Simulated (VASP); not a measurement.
A run of VASP 6.6.1:

The input INCAR:

```
  PREC = Accurate
  ENCUT = 520
  EDIFF = 1E-7
  ISMEAR = 0
  SIGMA = 0.1
  LREAL = F
  LASPH = T
  NELM = 100
  ALGO = Normal
  ISIF = 2
  LWAVE = F
  LCHARG = F
  LDIPOL = T
  IDIPOL = 3
  DIPOL = 0.5 0.5 0.318
  GGA = PE
  IVDW = 12
  NBANDS = 53
```

File KPOINTS:

```
Automatic mesh
0
Gamma
  6 6 1
```

POSCAR

```
SiW6
1.0
    4.4682526324      0.0000000000      0.0000000000
   -2.2341263162      3.8696202902      0.0000000000
    0.0000000000      0.0000000000     21.7259061349
W Si
6 1
Direct
    0.6666666667      0.3333333333      0.1841119986
    0.3333333333      0.6666666667      0.2260931360
    0.0000000000      0.0000000000      0.2680742733
    0.6666666667      0.3333333333      0.3070897866
    0.3333333333      0.6666666667      0.3466976876
    0.0000000000      0.0000000000      0.3832248047
    0.2222222222      0.4444444444      0.5121032037
```

Potentials or basis: VASP PAW PBE potentials, release 64 (W_sv, Si).

Command:

```console
$ cat potpaw_PBE.64/W_sv/POTCAR potpaw_PBE.64/Si/POTCAR > POTCAR
$ mpirun -np 1 vasp_std > vasp.out
```

Hardware: 1 thread of Intel Xeon 8259CL, with other jobs on the host.

Problem. Estimate the wall time of this run.

Solution. Run time: 33 min on 1 thread of Intel Xeon 8259CL (shared host), peak memory 0.57 GiB. Counts: scf iterations 34, k points 13.
